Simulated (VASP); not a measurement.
Runs of VASP 6.6.1 on Pb. The structure is that of space group Pm-3m (No. 221), or close to it. The cells are those of the table. This isn't the form of Pb at room conditions, which is fcc.

| cell | gap on the mesh (eV) | pressure (GPa) |
| --- | --- | --- |
| a = 3.424 Å, 1 atom | none | -2.6 |
| a = 3.297 Å, 1 atom | none | 0.1 |
| a = 3.340 Å, 1 atom | none | (b) |
| a = 3.252 Å, 1 atom | none | (a) |
| a = 3.382 Å, 1 atom | none | -1.9 |

Alike in all rows: task single point; level RPBE; potentials or basis VASP PAW PBE potentials, release 64 (Pb_d); no spin polarisation; k mesh 11 × 11 × 11; cutoff (eV) 520; smearing fermi-dirac 0.1 eV.

Problem. Fill in the values left out.

Solution. (a) 1.5; (b) -1.0.

Caveats: the PAW data sets were made with another functional, which shifts forces and pressure a little; spin-orbit coupling is left out, which moves the levels of the heavy elements.

A k mesh can miss the band edges, and the runs leave out spin-orbit coupling on Pb.

A gap of «none» marks levels without a gap at the run's occupations.
